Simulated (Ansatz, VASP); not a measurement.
## SrCl2 in VASP and in Ansatz

Contents of POSCAR:

```
SrCl2
1.0
    0.0000000000      3.4171392023      3.4171392023
    3.4171392023      0.0000000000      3.4171392023
    3.4171392023      3.4171392023      0.0000000000
Sr Cl
1 2
Direct
    0.0000000000      0.0000000000      0.0000000000
    0.7500000000      0.7500000000      0.7500000000
    0.2500000000      0.2500000000      0.2500000000
```

The input INCAR.step1:

```
PREC = Accurate
ENCUT = 520
ISMEAR = -1
SIGMA = 0.05
LREAL = F
LASPH = T
NELM = 60
NBANDS = 19
GGA = PE
ALGO = Normal
EDIFF = 1E-4
LWAVE = T
LCHARG = F
```

INCAR.step2

```
PREC = Accurate
ENCUT = 520
EDIFF = 1E-7
ISMEAR = -1
SIGMA = 0.05
LREAL = F
LASPH = T
NELM = 60
ALGO = Normal
ISIF = 2
LWAVE = F
LCHARG = F
METAGGA = R2SCAN
LMIXTAU = T
NBANDS = 19
ISTART = 1
```

File KPOINTS:

```
Automatic mesh
0
Gamma
  7 7 7
```

File input.yaml:

```yaml
crystal:
  lattice:
    - [0.0, 3.4171392023, 3.4171392023]
    - [3.4171392023, 0.0, 3.4171392023]
    - [3.4171392023, 3.4171392023, 0.0]
  atoms:
    - { symbol: Sr, position: [0.0, 0.0, 0.0] }
    - { symbol: Cl, position: [0.75, 0.75, 0.75] }
    - { symbol: Cl, position: [0.25, 0.25, 0.25] }
hamiltonian:
  xc: r2scan
  pseudopotentials: { kind: paw }
kpoints:
  mp_grid: { grid: [7, 7, 7] }
scf:
  occupations: { method: fermi_dirac, width: 0.05 }
output:
  forces: true
  stress: true
  eigenvalues: true
```

Alike in both runs: task single point; functional r2SCAN; k mesh 7 × 7 × 7; occupations fermi-dirac, width 0.05 eV; no spin polarisation.

```csv
,VASP,Ansatz
version,VASP 6.6.1,Ansatz 0.2.0
potentials or method,"VASP PAW PBE potentials, release 64 (Sr_sv, Cl)",Ansatz PAW
plane-wave cutoff (eV),520,500
valence electrons in the cell,24,24
```

Ansatz gave:

* gap on the k mesh at the Fermi level (eV): 6.06
* least direct gap on the mesh (eV): 6.17
* pressure (GPa): 3.1

Question: Which values does VASP return?

Answer: gap on the k mesh at the Fermi level (eV): 6.06; least direct gap on the mesh (eV): 6.18; pressure (GPa): 3.1.

VASP's potentials were made for PBE, not for r2SCAN.

Noted on Ansatz's run: odd divisions of the mesh miss points on the zone boundary, where band edges often lie, so the gap on the mesh can be too wide.
